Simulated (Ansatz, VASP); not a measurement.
**Two plane-wave programs on K2SiB2**

```
K Si B
1.0
     5.17335    0.00000    0.00000
    -2.58668    4.48025    0.00000
     0.00000    0.00000    4.31049
K Si B
2 1 2
Cartesian
  0.0000 2.9868 2.1552
  2.5867 1.4934 2.1552
  0.0000 0.0000 0.0000
  0.0000 2.9868 0.0000
  2.5867 1.4934 0.0000
```

Alike in both runs: task single point; functional PBE; k mesh 6 × 6 × 4; occupations gaussian, width 0.1 eV; no spin polarisation.

```csv
,VASP,Ansatz
version,VASP 6.6.1,Ansatz 0.2.0
potentials or method,"VASP PAW PBE potentials, release 64 (K_sv, Si, B), cutoff 520 eV","scalar-relativistic, plane waves, PAW"
valence electrons in the cell,28,28
```

```tsv
	VASP	Ansatz	Ansatz less VASP
gap on the k mesh at the Fermi level (eV)	none	none	-
pressure (GPa)	8.4	8.1	-0.27
traceless stress, the component that is largest in VASP (GPa)	30.13	29.75	-0.385
```

A gap of «none» marks a metal or a gap that the smearing closes.

The k mesh is coarse, so the values compare programs but aren't converged.
